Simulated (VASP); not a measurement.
Mg2ZnO3: single point with PBEsol+D4+U

Crystal: Mg2ZnO3.

```
Mg Zn O
1.0
     3.03300    0.00000    0.00000
    -1.51650    2.62665    0.00000
     0.00000    0.00000    7.40332
Mg Zn O
2 1 3
Direct
  0.33333 0.66667 0.66580
  0.66667 0.33333 0.33420
  0.00000 0.00000 0.00000
  0.33333 0.66667 0.17262
  0.66667 0.33333 0.82738
  0.00000 0.00000 0.50000
```

```
Program             : VASP 6.6.1
Task                : single point
Functional          : PBEsol
Dispersion          : D4
Potentials or basis : VASP PAW PBE potentials, release 64 (Mg_sv, Zn, O)
Cutoff              : 750 eV
k mesh              : 7 × 7 × 3
Occupations         : gaussian, width 0.01 eV
Spin                : no spin polarisation
Hubbard terms       : Zn d U = 2.0 eV
```

The pressure is -8.8 GPa and the largest force is 0.283 eV/Å. The band gap on the k mesh is 2.94 eV (least direct gap 3.02 eV). The dispersion energy per atom is -0.110 eV.

Forces on the atoms (eV/Å):
```
Mg   0.000  0.000  0.028
Mg   0.000  0.000 -0.028
Zn   0.000  0.000  0.000
O    0.000  0.000 -0.283
O    0.000  0.000  0.283
O    0.000  0.000  0.000
```

Stress tensor (GPa, compression positive):
```
-8.80  0.00  0.00
 0.00 -8.80  0.00
 0.00  0.00 -8.89
```

Levels at points of the mesh, in eV from the valence-band top:
| k point | band 21 | band 22 | band 23 | band 24 | band 25 | band 26 | band 27 | band 28 | band 29 | band 30 |
| --- | --- | --- | --- | --- | --- | --- | --- | --- | --- | --- |
| (0.00, 0.00, 0.00) | -0.34 | -0.32 | -0.32 | -0.09 | -0.09 | 2.94 | 6.34 | 6.61 | 11.20 | 11.80 |

Eigenvalues of the final occupation matrices:
| site | spin | trace | eigenvalues |
| --- | --- | --- | --- |
| site 3 d | 1 | 4.98 | 0.98 0.98 0.98 1.01 1.01 |
| site 3 d | 2 | 4.98 | 0.98 0.98 0.98 1.01 1.01 |

Run time: 36 s on 1 thread of Intel(R) Xeon(R) 6975P-C (Granite Rapids), with other jobs on the host, peak memory 0.25 GiB.

Caveat: the cell stands under tension; the PAW data sets were made with another functional, which shifts forces and pressure a little; an odd mesh through Γ misses points on the zone boundary, where band edges can lie.
